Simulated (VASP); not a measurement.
Write the native input for VASP 6.6.1 that does the following.

| Quantity | Value |
| --- | --- |
| Task | single point |
| Functional | PBE |
| Potentials or basis | VASP PAW PBE potentials, release 64 (Nb_sv) |
| Cutoff | 520 eV |
| k mesh | 18 × 18 × 18 |
| Occupations | gaussian, width 0.1 eV |
| Spin | no spin polarisation |
| Dipole correction | no |
| Further INCAR settings | ALGO = Fast; EDIFF = 1e-07; NBANDS = 12 |

The structure of Nb lies in POSCAR:

```
Nb
1.0
    0.0000000000      2.0477853000      2.0477853000
    2.0477853000      0.0000000000      2.0477853000
    2.0477853000      2.0477853000      0.0000000000
Nb
1
Direct
    0.0000000000      0.0000000000      0.0000000000
```

This cell differs from its parent crystal: strained.

These files were run (other wordings do the same):

INCAR

```
SYSTEM = Nb
PREC     = Accurate       ! precision mode
ENCUT    = 520            ! plane-wave cutoff, eV
EDIFF    = 1E-7           ! SCF threshold, eV
ISMEAR   = 0              ! smearing method
SIGMA    = 0.1            ! smearing width, eV
LREAL    = .FALSE.        ! projectors in reciprocal space
LASPH    = .TRUE.         ! aspherical terms in the spheres
NELM     = 80             ! most SCF steps
ALGO     = Fast           ! electronic algorithm
ISIF     = 2              ! what is computed and relaxed
LWAVE    = .FALSE.        ! write WAVECAR
LCHARG   = .TRUE.         ! write CHGCAR
GGA      = PE             ! functional
LELF     = .TRUE.         ! ELF
LVHAR    = .TRUE.       
NBANDS   = 12             ! bands
```

KPOINTS

```
Automatic mesh
0
G
  18 18 18
  0 0 0
```

Potentials or basis: VASP PAW PBE potentials, release 64 (Nb_sv).

Launch:

```bash
$ cat potpaw_PBE.64/Nb_sv/POTCAR > POTCAR
$ mpirun -np 1 vasp_std > vasp.out
```

Results of the run:

```
Pressure : 16.6 GPa
```

Caveat: the cell differs from its parent crystal (strained).

It took 46 s on 1 thread of Intel(R) Xeon(R) Platinum 8488C (Sapphire Rapids), with other jobs on the host, peak memory 0.17 GiB.
